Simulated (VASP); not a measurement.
Input of a VASP 6.6.1 run:

File INCAR:

```
SYSTEM = HfO2
PREC = Accurate ; ENCUT = 520
EDIFF = 1E-7 ; ISMEAR = 0
SIGMA = 0.02 ; LREAL = .FALSE.
LASPH = .TRUE. ; NELM = 100
ALGO = Normal ; ISIF = 2
LWAVE = .FALSE. ; LCHARG = .FALSE.
GGA = PE ; NBANDS = 31
```

The input KPOINTS:

```
regular mesh
0
G
  6 6 4
  0 0 0
```

File POSCAR:

```
HfO2
1.0
    3.4421110687      0.0000000000      0.0000000000
    0.0000000000      3.4421110687      0.0000000000
    0.0000000000      0.0000000000      5.4060943793
Hf O
2 4
Direct
    0.5000000000      0.5000000000      0.5000000000
    0.0000000000      0.0000000000      0.0000000000
    0.0000000000      0.5000000000      0.6954182143
    0.5000000000      0.0000000000      0.8045817857
    0.5000000000      0.0000000000      0.3045817857
    0.0000000000      0.5000000000      0.1954182143
```

Potentials or basis: VASP PAW PBE potentials, release 64 (Hf_pv, O).

Launch:

```sh
$ cat potpaw_PBE.64/Hf_pv/POTCAR potpaw_PBE.64/O/POTCAR > POTCAR
$ mpirun -np 1 vasp_std > vasp.out
```

**Question.** What does it give for the pressure?

**Answer.** 15.5 GPa.

**Question.** What does it give for the largest force?

**Answer.** 0.030 eV/Å.

**Question.** What does it give for the band gap on the k mesh?

**Answer.** 4.67 eV, indirect (least direct gap 4.71 eV).

Stress tensor (GPa, compression positive):
```
24.86  0.00  0.00
 0.00 24.86  0.00
 0.00  0.00 -3.14
```

Caveat: the cell differs from its parent crystal (biaxial strain in the a-b plane: -4.5 %); spin-orbit coupling is left out, which moves the levels of the heavy elements. A k mesh can miss the band edges.
